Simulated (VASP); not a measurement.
A run of VASP 6.6.1:

Contents of INCAR:

```
  ALGO = Normal
  EDIFF = 1E-7
  ENCUT = 520
  GGA = PE
  ISIF = 2
  ISMEAR = 0
  LASPH = T
  LCHARG = F
  LREAL = Auto
  LWAVE = F
  NBANDS = 108
  NELM = 100
  PREC = Accurate
  SIGMA = 0.05
```

KPOINTS

```
k-points
0
Gamma
  3 3 2
```

File POSCAR:

```
Y
1.0
   -3.6500000000     -6.3219850000      0.0000000000
    5.4750000000     -3.1609930000      0.0000000000
    0.0000000000      0.0000000000     11.4683000000
Y
17
Direct
    0.7493945139      0.5013415481      0.0075427047
    0.5001590995      0.3637387604      0.2610831597
    0.7406380342      0.4917709269      0.5144474770
    0.4999540492      0.3322342063      0.7527244666
    0.5014813542      0.0188147841     -0.0110275281
    0.2976149051      0.8779940463      0.2287417490
    0.4985041195     -0.0067948793      0.4968930879
    0.2512051321      0.8318426908      0.7533605678
    0.2498210145      0.5005276170      0.0086103433
   -0.0011049919      0.2353022428      0.2429827437
    0.2597861280      0.4920643593      0.5161346494
   -0.0002712318      0.3309835623      0.7595368974
   -0.0001103063     -0.0150695193     -0.0086081634
    0.7044458317      0.8742018786      0.2312244186
   -0.0006830202      0.0218434660      0.5107910501
    0.7483686058      0.8317639107      0.7525117934
    0.0047819679      0.6507200334      0.3151213345
```

Potentials or basis: VASP PAW PBE potentials, release 64 (Y_sv).

Run with:

```bash
$ cat potpaw_PBE.64/Y_sv/POTCAR > POTCAR
$ mpirun -np 1 vasp_std > vasp.out
```

Hardware: 1 thread of Intel Xeon 8259CL, on a shared host.

How long does it take, and how much memory?

It took 32 min on 1 thread of Intel Xeon 8259CL, with other jobs on the host, peak memory 0.72 GiB. Counts: scf iterations 22, k points 10.
